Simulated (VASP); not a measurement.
# Ni (Fm-3m) in VASP: further runs, part 2 of 2

VASP 6.6.1.

## 3. Single point, PBE, collinear spin, ferromagnetic start

This run uses another cell than the first one, of 11.38 Å³/atom, 1.020 times its volume.

Contents of INCAR:

```
SYSTEM = Ni
ALGO = Normal
EDIFF = 1E-6
ENCUT = 520
GGA = PE
ISIF = 2
ISMEAR = 1
ISPIN = 2
LASPH = .TRUE.
LCHARG = .TRUE.
LELF = .TRUE.
LMAXMIX = 4
LORBIT = 11
LREAL = .FALSE.
LVHAR = .TRUE.
LWAVE = .FALSE.
MAGMOM = 1.5
NBANDS = 15
NELM = 150
PREC = Accurate
SIGMA = 0.3
```

Contents of KPOINTS:

```
k-points
0
G
  14 14 14
  0 0 0
```

Contents of POSCAR:

```
Ni
1.0
    0.0000000000      1.7851260800      1.7851260800
    1.7851260800      0.0000000000      1.7851260800
    1.7851260800      1.7851260800      0.0000000000
Ni
1
Direct
    0.0000000000      0.0000000000      0.0000000000
```

Potentials or basis: VASP PAW PBE potentials, release 64 (Ni).

Run with:

```bash
> cat potpaw_PBE.64/Ni/POTCAR > POTCAR
> mpirun -np 1 vasp_std > vasp.out
```

OUTCAR:

```text
SYSTEM = Ni
   EDIFF = 1E-6
   ENCUT = 520
   GGA = PE
   ISIF = 2
   ISMEAR = 1
   ISPIN = 2
   LASPH = .TRUE.
   LORBIT = 11
   LREAL = .FALSE.
   NELM = 150
   PREC = Accurate

 ion  position               nearest neighbor table
   1  0.000  0.000  0.000-

  LATTYP: Found a face centered cubic cell.
 ALAT       =     3.5702521600

  Lattice vectors:

 A1 = (   0.0000000000,   1.7851260800,   1.7851260800)
 A2 = (   1.7851260800,   0.0000000000,   1.7851260800)
 A3 = (   1.7851260800,   1.7851260800,   0.0000000000)

Analysis of symmetry for initial positions (statically):
=====================================================================
 Subroutine PRICEL returns:
 Original cell was already a primitive cell.

 Routine SETGRP: Setting up the symmetry group for a
 face centered cubic supercell.

 Subroutine GETGRP returns: Found 48 space group operations
 (whereof 48 operations were pure point group operations)
 out of a pool of 48 trial point group operations.
[... 620 lines left out ...]
 k-point     1 :       0.0000    0.0000    0.0000
  band No.  band energies     occupation
      1       0.0148      1.00000
      2       7.1941      1.00000
      3       7.1941      1.00000
      4       7.1941      1.00000
      5       8.1303      1.00656
      6       8.1303      1.00656
      7      31.9252      0.00000
      8      35.5974      0.00000
      9      35.5974      0.00000
     10      35.5974      0.00000
     11      38.5133      0.00000
     12      38.5133      0.00000
     13      38.5133      0.00000
     14      41.3509      0.00000
[... 403 lines left out ...]
      4       7.6310      1.00000
      5       8.1795      1.01102
      6       8.5007      0.99623
      7      23.9209      0.00000
      8      29.2380      0.00000
      9      30.0199      0.00000
     10      32.5421      0.00000
     11      37.3718      0.00000
     12      41.4301      0.00000
     13      43.3445      0.00000
     14      45.4047      0.00000
     15      49.6844      0.00000

 [... further k-points ...]
[... 5 lines left out ...]
  --------------------------------------------------------------------------------------
  -------------------------------------------------------------------------------------
  Total       -0.5468907     -0.5468907     -0.5468907      0.0000000      0.0000000      0.0000000
  in kB      -77.0148379    -77.0148379    -77.0148379      0.0000000      0.0000000      0.0000000
  external PRESSURE =     -77.0148379 kB  Pullay stress =       0.0000000 kB

 VOLUME and BASIS-vectors are now :
 -----------------------------------------------------------------------------
  energy-cutoff  :      520.00
  volume of cell :       11.38
      direct lattice vectors                 reciprocal lattice vectors
     0.000000000  1.785126080  1.785126080    -0.280092261  0.280092261  0.280092261
     1.785126080  0.000000000  1.785126080     0.280092261 -0.280092261  0.280092261
     1.785126080  1.785126080  0.000000000     0.280092261  0.280092261 -0.280092261

 POSITION                                       TOTAL-FORCE (eV/Angst)
 -----------------------------------------------------------------------------------
      0.00000      0.00000      0.00000        -0.000000     -0.000000     -0.000000
 -----------------------------------------------------------------------------------
    total drift:                                0.000000     -0.000000      0.000000

  FREE ENERGIE OF THE ION-ELECTRON SYSTEM (eV)
  ---------------------------------------------------
  free  energy   TOTEN  =        -5.4581350520 eV

  energy  without entropy=       -5.4479366093  energy(sigma->0) =       -5.45473557

 total charge

# of ion       s       p       d       tot
------------------------------------------
    1        0.479   0.459   8.296   9.234

 magnetization (x)

# of ion       s       p       d       tot
------------------------------------------
    1       -0.007  -0.026   0.683   0.651
```

stdout:

```text
POSCAR found type information on POSCAR Ni
 POSCAR found :  1 types and       1 ions
 scaLAPACK will be used
 LDA part: xc-table for (Slater+PW92), standard interpolation
 POSCAR, INCAR and KPOINTS ok, starting setup
 FFT: planning ... GRIDC
 FFT: planning ... GRID_SOFT
 FFT: planning ... GRID
 WAVECAR not read
 entering main loop
```

It took 17 s on 1 thread of Intel Xeon 6975P-C (Granite Rapids), shared host; peak memory 0.15 GiB.

What came out:

| Property | Result |
| --- | --- |
| Free energy | -5.4581 eV |
| Pressure | -7.7 GPa |
| Net moment | 0.63 μB per cell |
| Site moments | Ni +0.65 μB |
| Valence electrons inside the program's atomic spheres | Ni 9.23 |

## 4. Single point, PBE, collinear spin, ferromagnetic start

This run uses another cell than the first one, of 11.60 Å³/atom, 1.039 times its volume.

Contents of INCAR:

```
SYSTEM = Ni
PREC = Accurate
ENCUT = 520
EDIFF = 1E-7
ISMEAR = 1
SIGMA = 0.3
LREAL = .False.
LASPH = .True.
NELM = 150
ALGO = Normal
ISIF = 2
LWAVE = .False.
LCHARG = .False.
ISPIN = 2
MAGMOM = 1.5
LORBIT = 11
LMAXMIX = 4
GGA = PE
NBANDS = 15
```

Contents of KPOINTS:

```
regular mesh
0
Gamma
  14 14 14
  0 0 0
```

Contents of POSCAR:

```
Ni
1.0
    0.0000000000      1.7964966163      1.7964966163
    1.7964966163      0.0000000000      1.7964966163
    1.7964966163      1.7964966163      0.0000000000
Ni
1
Direct
    0.0000000000      0.0000000000      0.0000000000
```

Run with:

```bash
> cat potpaw_PBE.64/Ni/POTCAR > POTCAR
> mpirun -np 1 vasp_std > vasp.out
```

It took 17 s on 1 thread of Intel Xeon 6975P-C (Granite Rapids), shared host; peak memory 0.15 GiB.

It converged, with:

```
Free energy                                           : -5.4457 eV
Pressure                                              : -10.5 GPa
Net moment                                            : 0.64 μB per cell
Site moments                                          : Ni +0.66 μB
Valence electrons inside the program's atomic spheres : Ni 9.20
```

Levels at points of the mesh, in eV from the Fermi level:
Spin up:
| k point | band 2 | band 3 | band 4 | band 5 | band 6 | band 7 | band 8 | band 9 |
| --- | --- | --- | --- | --- | --- | --- | --- | --- |
| (0.00, 0.00, 0.00) | -2.28 | -2.28 | -2.28 | -1.20 | -1.20 | 23.19 | 26.56 | 26.56 |
| (0.50, 0.00, 0.00) | -2.26 | -2.26 | -0.62 | -0.62 | -0.16 | 5.23 | 21.72 | 23.59 |
| (0.50, 0.50, 0.00) | -3.88 | -0.56 | -0.51 | -0.51 | 2.43 | 8.67 | 14.25 | 14.25 |
Spin down:
```tsv
k point	band 3	band 4	band 5	band 6	band 7	band 8
(0.00, 0.00, 0.00)	-1.51	-1.51	-0.60	-0.60	23.01	26.54
(0.50, 0.00, 0.00)	-1.62	-0.24	0.16	0.16	5.65	21.55
(0.50, 0.50, 0.00)	0.07	0.38	0.38	2.37	8.91	14.25
```

## 5. Summary

```tsv
cell	gap on the mesh (eV)	pressure (GPa)	moment (μB)
a = 2.508 Å, angles 60.0°, 1 atom	none	-4.5	0.62
a = 2.525 Å, angles 60.0°, 1 atom	none	-7.7	0.63
a = 2.541 Å, angles 60.0°, 1 atom	none	-10.5	0.64
```

Alike in all rows: task single point; level PBE; potentials or basis VASP PAW PBE potentials, release 64 (Ni); spin collinear, ferromagnetic start; k mesh 14 × 14 × 14; cutoff (eV) 520; smearing methfessel-paxton 0.3 eV.

Absolute energies hang on the potentials; compare differences alone.
